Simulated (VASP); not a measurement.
# Be2ZnSe3 (P4/mmm) in VASP: further runs, part 2 of 2

VASP 6.6.1. The steps go on from the part before.

**3. Single point, PBE**

This run uses another cell than the first one, of 26.57 Å³/atom, 1.344 times its volume.

Contents of INCAR:

```
SYSTEM = Be2ZnSe3
  PREC = Accurate
  ENCUT = 520
  EDIFF = 1E-6
  ISMEAR = 0
  SIGMA = 0.1
  LREAL = .FALSE.
  LASPH = .TRUE.
  NELM = 80
  ALGO = Normal
  ISIF = 2
  LWAVE = .FALSE.
  LCHARG = .TRUE.
  GGA = PE
  LELF = .TRUE.
  LVHAR = .TRUE.
  NBANDS = 26
```

Contents of KPOINTS:

```
Automatic mesh
0
G
  4 4 4
  0 0 0
```

Contents of POSCAR:

```
Be2ZnSe3
1.0
    4.4878757761      0.0000000000      0.0000000000
    0.0000000000      4.4878757761      0.0000000000
    0.0000000000      0.0000000000      7.9145078682
Be Zn Se
2 1 3
Direct
    0.5000000000      0.5000000000      0.2496912294
    0.5000000000      0.5000000000      0.7503087706
    0.0000000000      0.0000000000      0.5000000000
    0.5000000000      0.5000000000      0.0000000000
    0.5000000000      0.5000000000      0.5000000000
    0.0000000000      0.0000000000      0.0000000000
```

Potentials or basis: VASP PAW PBE potentials, release 64 (Be, Zn, Se).

Started as:

```
$ cat potpaw_PBE.64/Be/POTCAR potpaw_PBE.64/Zn/POTCAR potpaw_PBE.64/Se/POTCAR > POTCAR
$ mpirun -np 1 vasp_std > vasp.out
```

OUTCAR:

```text
SYSTEM = Be2ZnSe3
   PREC = Accurate
   ENCUT = 520
   EDIFF = 1E-6
   ISMEAR = 0
   LREAL = .FALSE.
   LASPH = .TRUE.
   NELM = 80
   ISIF = 2
   GGA = PE

 ion  position               nearest neighbor table
   1  0.500  0.500  0.250-   4 1.98   5 1.98
   2  0.500  0.500  0.750-   4 1.98   5 1.98
   3  0.000  0.000  0.500-
   4  0.500  0.500  0.000-   1 1.98   2 1.98
   5  0.500  0.500  0.500-   1 1.98   2 1.98
   6  0.000  0.000  0.000-

  LATTYP: Found a simple tetragonal cell.
 ALAT       =     4.4878757761
 C/A-ratio  =     1.7635309583

  Lattice vectors:

 A1 = (   4.4878757761,   0.0000000000,   0.0000000000)
 A2 = (   0.0000000000,   4.4878757761,   0.0000000000)
 A3 = (   0.0000000000,   0.0000000000,   7.9145078682)

Analysis of symmetry for initial positions (statically):
=====================================================================
 Subroutine PRICEL returns:
 Original cell was already a primitive cell.

 Routine SETGRP: Setting up the symmetry group for a
 simple tetragonal supercell.

 Subroutine GETGRP returns: Found 16 space group operations
 (whereof 16 operations were pure point group operations)
 out of a pool of 16 trial point group operations.

The static configuration has the point symmetry D_4h.

Analysis of symmetry for dynamics (positions and initial velocities):
=====================================================================
 Subroutine PRICEL returns:
 Original cell was already a primitive cell.

 Routine SETGRP: Setting up the symmetry group for a
 simple tetragonal supercell.

 Subroutine GETGRP returns: Found 16 space group operations
 (whereof 16 operations were pure point group operations)
 out of a pool of 16 trial point group operations.

The dynamic configuration has the point symmetry D_4h.

 Subroutine INISYM returns: Found 16 space group operations
 (whereof 16 operations are pure point group operations),
 and found     1 'primitive' translations

----------------------------------------------------------------------------------------

                                     Primitive cell

  volume of cell :     159.4063

  direct lattice vectors                    reciprocal lattice vectors
     4.487875776  0.000000000  0.000000000     0.222822567  0.000000000  0.000000000
     0.000000000  4.487875776  0.000000000     0.000000000  0.222822567  0.000000000
     0.000000000  0.000000000  7.914507868     0.000000000  0.000000000  0.126350244

  length of vectors
     4.487875776  4.487875776  7.914507868     0.222822567  0.222822567  0.126350244

  position of ions in fractional coordinates (direct lattice)
     0.500000000  0.500000000  0.249691229
     0.500000000  0.500000000  0.750308771
     0.000000000  0.000000000  0.500000000
     0.500000000  0.500000000  0.000000000
     0.500000000  0.500000000  0.500000000
     0.000000000  0.000000000  0.000000000

  ion indices of the primitive-cell ions
   primitive index   ion index
                 1           1
                 2           2
                 3           3
[... 25 lines left out ...]
 Subroutine IBZKPT returns following result:
 ===========================================

 Found     18 irreducible k-points:

 Following reciprocal coordinates:
            Coordinates               Weight
  0.000000  0.000000  0.000000      1.000000
  0.250000  0.000000  0.000000      4.000000
  0.500000  0.000000  0.000000      2.000000
  0.250000  0.250000  0.000000      4.000000
  0.500000  0.250000  0.000000      4.000000
  0.500000  0.500000  0.000000      1.000000
[... 10 lines left out ...]
  0.500000  0.250000  0.500000      4.000000
  0.500000  0.500000  0.500000      1.000000
   k-points           NKPTS =     18   k-points in BZ     NKDIM =     18   number of bands    NBANDS=     26
   number of dos      NEDOS =    301   number of ions     NIONS =      6
   total plane-waves  NPLWV =  77760
   dimension x,y,z NGX =    36 NGY =   36 NGZ =   60
   dimension x,y,z NGXF=    72 NGYF=   72 NGZF=  120
   ions per type =               2   1   3
   NGX,Y,Z   is equivalent  to a cutoff of  13.34, 13.34, 12.60 a.u.
   NGXF,Y,Z  is equivalent  to a cutoff of  26.67, 26.67, 25.21 a.u.
 SYSTEM =  Be2ZnSe3
   PREC   = accura    normal or accurate (medium, high low for compatibility)
   ISTART =      0    job   : 0-new  1-cont  2-samecut
   ICHARG =      2    charge: 1-file 2-atom 10-const
   ISPIN  =      1    spin polarized calculation?
   LNONCOLLINEAR =      F non collinear calculations
   LSORBIT =      F    spin-orbit coupling
   LASPH  =      T    aspherical Exc in radial PAW
   ENCUT  =  520.0 eV  38.22 Ry    6.18 a.u.   8.34  8.34 14.72*2*pi/ulx,y,z
   NELM   =     80;   NELMIN=  2; NELMDL= -5     # of ELM steps
   EDIFF  = 0.1E-05   stopping-criterion for ELM
   LREAL  =      F    real-space projection
   EDIFFG = 0.1E-04   stopping-criterion for IOM
   NSW    =      0    number of steps for IOM
   IBRION =     -1    ionic relax: 0-MD 1-quasi-New 2-CG
   NFREE  =      0    steps in history (QN), initial steepest desc. (CG)
   ISIF   =      2    stress and relaxation
   ISYM   =      2    0-nonsym 1-usesym 2-fastsym
   POTIM  = 0.5000    time-step for ionic-motion
   TEBEG  =    0.0;   TEEND  =   0.0 temperature during run
   PSTRESS=    0.0 pullay stress
   NELECT =      34.0000    total number of electrons
   NUPDOWN=      -1.0000    fix difference up-down
   EMIN   =  10.00;   EMAX   =-10.00  energy-range for DOS
   EFERMI =   0.00;   METHOD = LEGACY
   ISMEAR =     0;   SIGMA  =   0.10  broadening in eV -4-tet -1-fermi 0-gaus
   EFERMI_NEDOS =   21; number of points for ismear=-14 and -15
   IALGO  =     38    algorithm
   IMIX   =      4    mixing-type and parameters
     AMIX     =   0.40;   BMIX     =  1.00
     AMIX_MAG =   1.60;   BMIX_MAG =  1.00
  volume/ion in A,a.u.               =      26.57       179.29
  Fermi-wavevector in a.u.,A,eV,Ry     =   0.978136  1.848409 13.017377  0.956750
  Thomas-Fermi vector in A             =   2.108888
   LORBIT       =      0    0 simple, 1 ext, 2 COOP (PROOUT), +10 PAW based schemes
   GGA     = PE    functional components
   LHFCALC =     F    Hartree Fock is set to
   AEXX    =    0.0000 exact exchange contribution
   IVDW    =     0    specifies the selected vdW correction
   LEPSILON=     F    determine dielectric tensor
   LRPA    =     F    only Hartree local field effects (RPA)
 non-spin polarized calculation
 Gauss-broadening in eV      SIGMA  =   0.10
  energy-cutoff  :      520.00
  volume of cell :      159.41
 maximum number of plane-waves:      4326
 NGX is ok and might be reduce to    36
   NGX = 17   NGY = 17   NGZ = 29

 number of electron      34.0000015 magnetization

 Free energy of the ion-electron system (eV)
  ---------------------------------------------------
  ext. energy  EPLUGINS =         0.00000000
  ---------------------------------------------------
  free energy    TOTEN  =       -15.91010868 eV

  energy without entropy =      -15.88882054  energy(sigma->0) =      -15.89946461

 E-fermi :   1.6430     XC(G=0):  -8.0697

 val. band max:        1.5660045987   @ k =   0.2500   0.2500   0.5000
 cond. band min:       1.6502979440   @ k =   0.5000   0.2500   0.5000
 fundamental gap:      0.0842933453
 Fermi energy:         1.6429533865

 k-point     1 :       0.0000    0.0000    0.0000
  band No.  band energies     occupation
      1     -12.9441      2.00000
      2     -12.6025      2.00000
      3      -9.8644      2.00000
      4      -5.3935      2.00000
      5      -4.3812      2.00000
      6      -4.3671      2.00000
[... 511 lines left out ...]
     25       5.0030      0.00000
     26       7.7704      0.00000

------------------------ aborting loop because EDIFF is reached ----------------------------------------

  FORCE on cell =-STRESS in cart. coord.  units (eV):
  Direction    XX          YY          ZZ          XY          YZ          ZX
  --------------------------------------------------------------------------------------
  -------------------------------------------------------------------------------------
  Total        0.0053488      0.0053488      0.2216897      0.0000000     -0.0000000      0.0000000
  in kB        0.0537598      0.0537598      2.2281809      0.0000000     -0.0000000      0.0000000
  external PRESSURE =       0.7785668 kB  Pullay stress =       0.0000000 kB

 VOLUME and BASIS-vectors are now :
 -----------------------------------------------------------------------------
  energy-cutoff  :      520.00
  volume of cell :      159.41
      direct lattice vectors                 reciprocal lattice vectors
     4.487875776  0.000000000  0.000000000     0.222822567  0.000000000  0.000000000
     0.000000000  4.487875776  0.000000000     0.000000000  0.222822567  0.000000000
     0.000000000  0.000000000  7.914507868     0.000000000  0.000000000  0.126350244

 POSITION                                       TOTAL-FORCE (eV/Angst)
 -----------------------------------------------------------------------------------
      2.24394      2.24394      1.97618        -0.000000      0.000000     -0.002265
      2.24394      2.24394      5.93832         0.000000      0.000000      0.002265
      0.00000      0.00000      3.95725         0.000000     -0.000000      0.000000
      2.24394      2.24394      0.00000         0.000000     -0.000000      0.000000
      2.24394      2.24394      3.95725         0.000000     -0.000000      0.000000
      0.00000      0.00000      0.00000         0.000000     -0.000000      0.000000
 -----------------------------------------------------------------------------------
    total drift:                               -0.000000      0.000000      0.000000

  FREE ENERGIE OF THE ION-ELECTRON SYSTEM (eV)
  ---------------------------------------------------
  free  energy   TOTEN  =       -15.9101086754 eV

  energy  without entropy=      -15.8888205429  energy(sigma->0) =      -15.89946461
```

It took 51 s on 1 thread of AMD EPYC 9R45 (Zen 5), shared host; peak memory 0.27 GiB.

Results:

| Property | Result |
| --- | --- |
| Free energy | -15.9101 eV |
| Pressure | 0.1 GPa |
| Band gap on the k mesh | zero (band 17 reaches 2.65 eV, above the bottom of band 18 at 1.28 eV) |

Forces on the atoms (eV/Å):
```
Be   0.000  0.000 -0.002
Be   0.000  0.000  0.002
Zn   0.000  0.000  0.000
Se   0.000  0.000  0.000
Se   0.000  0.000  0.000
Se   0.000  0.000  0.000
```

**4. Relaxation of cell and atoms, PBE**

Contents of INCAR:

```
  ALGO = Normal
  EDIFF = 1E-6
  EDIFFG = -0.04
  ENCUT = 600
  GGA = PE
  IBRION = 2
  ISIF = 3
  ISMEAR = 0
  LASPH = T
  LCHARG = F
  LREAL = F
  LWAVE = F
  NELM = 80
  NSW = 90
  PREC = Accurate
  SIGMA = 0.1
```

Contents of KPOINTS:

```
k-points
0
Gamma
  4 4 4
```

Contents of POSCAR:

```
Be2ZnSe3
1.0
    4.2996125100      0.0000000000      0.0000000000
    0.0000000000      4.2996125100      0.0000000000
    0.0000000000      0.0000000000      6.4142337000
Be Zn Se
2 1 3
Direct
    0.5000000000      0.5000000000      0.2400773900
    0.5000000000      0.5000000000      0.7599226100
    0.0000000000      0.0000000000      0.5000000000
    0.5000000000      0.5000000000      0.0000000000
    0.5000000000      0.5000000000      0.5000000000
    0.0000000000      0.0000000000      0.0000000000
```

Potentials or basis: VASP PAW PBE potentials, release 64 (Be, Zn, Se).

Started as:

```
$ cat potpaw_PBE.64/Be/POTCAR potpaw_PBE.64/Zn/POTCAR potpaw_PBE.64/Se/POTCAR > POTCAR
$ mpirun -np 1 vasp_std > vasp.out
```

OUTCAR:

```text
EDIFF = 1E-6
   EDIFFG = -0.04
   ENCUT = 600
   GGA = PE
   IBRION = 2
   ISIF = 3
   ISMEAR = 0
   LASPH = T
   LREAL = F
   NELM = 80
   NSW = 90
   PREC = Accurate

 ion  position               nearest neighbor table
   1  0.500  0.500  0.240-   4 1.54   5 1.67
   2  0.500  0.500  0.760-   4 1.54   5 1.67
   3  0.000  0.000  0.500-
   4  0.500  0.500  0.000-   1 1.54   2 1.54
   5  0.500  0.500  0.500-   1 1.67   2 1.67
   6  0.000  0.000  0.000-

  LATTYP: Found a simple tetragonal cell.
 ALAT       =     4.2996125100
 C/A-ratio  =     1.4918166893

  Lattice vectors:

 A1 = (   4.2996125100,   0.0000000000,   0.0000000000)
 A2 = (   0.0000000000,   4.2996125100,   0.0000000000)
 A3 = (   0.0000000000,   0.0000000000,   6.4142337000)

Analysis of symmetry for initial positions (statically):
=====================================================================
 Subroutine PRICEL returns:
 Original cell was already a primitive cell.

 Routine SETGRP: Setting up the symmetry group for a
 simple tetragonal supercell.

 Subroutine GETGRP returns: Found 16 space group operations
 (whereof 16 operations were pure point group operations)
 out of a pool of 16 trial point group operations.

The static configuration has the point symmetry D_4h.

Analysis of symmetry for dynamics (positions and initial velocities):
[... 201 lines left out ...]

 number of electron      33.9999939 magnetization

 E-fermi :  -0.0587     XC(G=0):  -7.1717

 val. band max:       -0.0757003858   @ k =   0.0000   0.0000   0.0000
 cond. band min:      -0.0363701812   @ k =   0.2500   0.2500   0.0000
 fundamental gap:      0.0393302046
 Fermi energy:        -0.0587005776

 k-point     1 :       0.0000    0.0000    0.0000
  band No.  band energies     occupation
      1     -13.8174      2.00000
      2     -13.0386      2.00000
      3     -10.7750      2.00000
      4      -6.3483      2.00000
      5      -6.3477      2.00000
      6      -6.3477      2.00000
[... 494 lines left out ...]
  FREE ENERGIE OF THE ION-ELECTRON SYSTEM (eV)
  ---------------------------------------------------
  free  energy   TOTEN  =       -12.9726466510 eV

  energy  without entropy=      -12.9487156086  energy(sigma->0) =      -12.96068113

[... ionic steps 4 to 15 ...]

--------------------------------------- Ionic step       16  -------------------------------------------

 number of electron      34.0000023 magnetization

------------------------ aborting loop because EDIFF is reached ----------------------------------------
[... 75 lines left out ...]
--------------------------------------- Ionic step       18  -------------------------------------------

 number of electron      34.0000020 magnetization

 Free energy of the ion-electron system (eV)
  ---------------------------------------------------
  ext. energy  EPLUGINS =         0.00000000
  ---------------------------------------------------
  free energy    TOTEN  =       -15.90642058 eV

  energy without entropy =      -15.88511654  energy(sigma->0) =      -15.89576856

 E-fermi :   1.6346     XC(G=0):  -8.0636

 val. band max:        1.5574889712   @ k =   0.2500   0.2500   0.5000
 cond. band min:       1.6421226697   @ k =   0.5000   0.2500   0.5000
 fundamental gap:      0.0846336986
 Fermi energy:         1.6345722617

 k-point     1 :       0.0000    0.0000    0.0000
  band No.  band energies     occupation
      1     -12.9478      2.00000
      2     -12.6001      2.00000
      3      -9.8721      2.00000
      4      -5.3959      2.00000
      5      -4.3877      2.00000
      6      -4.3735      2.00000
[... 454 lines left out ...]
  FREE ENERGIE OF THE ION-ELECTRON SYSTEM (eV)
  ---------------------------------------------------
  free  energy   TOTEN  =       -15.9064205848 eV

  energy  without entropy=      -15.8851165443  energy(sigma->0) =      -15.89576856

 reached required accuracy - stopping structural energy minimisation
```

OSZICAR:

```text
N       E                     dE             d eps       ncg     rms          rms(c)
DAV:   1     0.236204870522E+03    0.23620E+03   -0.15968E+04   756   0.171E+03
DAV:   2     0.150806121162E+02   -0.22112E+03   -0.21379E+03   795   0.335E+02
DAV:   3    -0.101477007796E+02   -0.25228E+02   -0.24443E+02   969   0.113E+02
[... 212 lines left out ...]
DAV:   2    -0.159075014746E+02    0.29652E-02   -0.87759E-03   851   0.129E+00    0.177E-01
DAV:   3    -0.159065463355E+02    0.95514E-03   -0.14634E-03   943   0.341E-01    0.711E-02
DAV:   4    -0.159064245262E+02    0.12181E-03   -0.42128E-04   834   0.150E-01    0.256E-02
DAV:   5    -0.159064211432E+02    0.33830E-05   -0.36095E-05   806   0.469E-02    0.108E-02
DAV:   6    -0.159064205848E+02    0.55838E-06   -0.62922E-06   870   0.196E-02
  18 F= -.15906421E+02 E0= -.15895769E+02  d E =-.172075E-02
```

It took 8.9 min on 1 thread of AMD EPYC 9R45 (Zen 5), shared host; peak memory 0.26 GiB.

Results:

```yaml
Free_energy: -15.9064 eV
Relaxed_volume: 26.61 Å³/atom
Relaxed_cell: a = 4.489 Å, b = 4.489 Å, c = 7.924 Å, α = 90.00°, β = 90.00°, γ = 90.00°
Space_group_after_relaxing_to_0.05_Å: P4/mmm (No. 123)
Energy_gained_by_relaxing: 1293.8 meV/atom
Ionic_steps: 18
Pressure_after_relaxing: 0.0 GPa
Largest_force_after_relaxing: 0.016 eV/Å
Band_gap_on_the_k_mesh: zero (band 17 reaches 2.64 eV, above the bottom of band 18 at 1.27 eV)
```

Forces on the atoms (eV/Å):
```
Be   0.000  0.000  0.016
Be   0.000  0.000 -0.016
Zn   0.000  0.000  0.000
Se   0.000  0.000  0.000
Se   0.000  0.000  0.000
Se   0.000  0.000  0.000
```

The path:
```tsv
step	energy change (eV)	largest force (eV/Å)	pressure (GPa)	volume (Å³)
1	0.0000	8.0442	40.14	118.58
2	-4.3059	1.0845	-4.89	208.96
3	-4.8292	1.4427	-4.54	198.59
4	-5.2466	1.7890	-4.02	190.03
5	-6.5437	5.5706	1.81	153.44
6	-6.5335	6.4496	5.43	146.11
7	-6.5576	5.8171	2.55	151.72
8	-7.1752	0.0092	-3.71	165.64
9	-7.3620	1.1521	-2.56	159.90
10	-7.7001	0.3277	-0.37	153.11
11	-7.7260	0.0646	0.57	151.20
12	-7.7262	0.1078	0.71	151.01
13	-7.7428	0.0512	0.75	152.83
14	-7.7536	0.0627	0.82	156.74
15	-7.7607	0.0644	0.27	159.43
16	-7.7612	0.0649	0.08	160.44
17	-7.7625	0.0271	0.02	160.09
18	-7.7630	0.0164	-0.05	159.68
```

Final structure:
```xyz
6
Lattice="4.4889 0.0000 0.0000 0.0000 4.4889 0.0000 0.0000 0.0000 7.9244" Properties=species:S:1:pos:R:3 pbc="T T T"
Be    2.2444    2.2444    1.9779
Be    2.2444    2.2444    5.9465
Zn    0.0000    0.0000    3.9622
Se    2.2444    2.2444    0.0000
Se    2.2444    2.2444    3.9622
Se    0.0000    0.0000    0.0000
```

Caveat: the k points lie up to 0.35 Å⁻¹ apart in the final cell; the volume moved by over 15 % at a fixed basis, so the end points are rough.

**5. The runs side by side**

| task | cell | cutoff (eV) | gap on the mesh (eV) | pressure (GPa) | largest force (eV/Å) |
| --- | --- | --- | --- | --- | --- |
| single point | a = 4.300, b = 4.300, c = 6.414 Å, 6 atoms | 520 | none | 40.2 | 8.04 |
| single point | a = 4.488, b = 4.488, c = 7.915 Å, 6 atoms | 520 | none | 0.1 | - |
| relaxation of cell and atoms | relaxed from a = 4.300, b = 4.300, c = 6.414 Å, 6 atoms | 600 | none | 0.0 | 0.02 |

Alike in all rows: level PBE; potentials or basis VASP PAW PBE potentials, release 64 (Be, Zn, Se); no spin polarisation; k mesh 4 × 4 × 4; smearing gaussian 0.1 eV.

Caveats: some runs use coarse meshes; forces of over 1 eV/Å act on the atoms, so gaps and moduli don't describe the material at rest (some runs); the volume moved by over 15 % at a fixed basis, so the end points are rough (some runs).

Absolute energies hang on the potentials; compare differences alone.
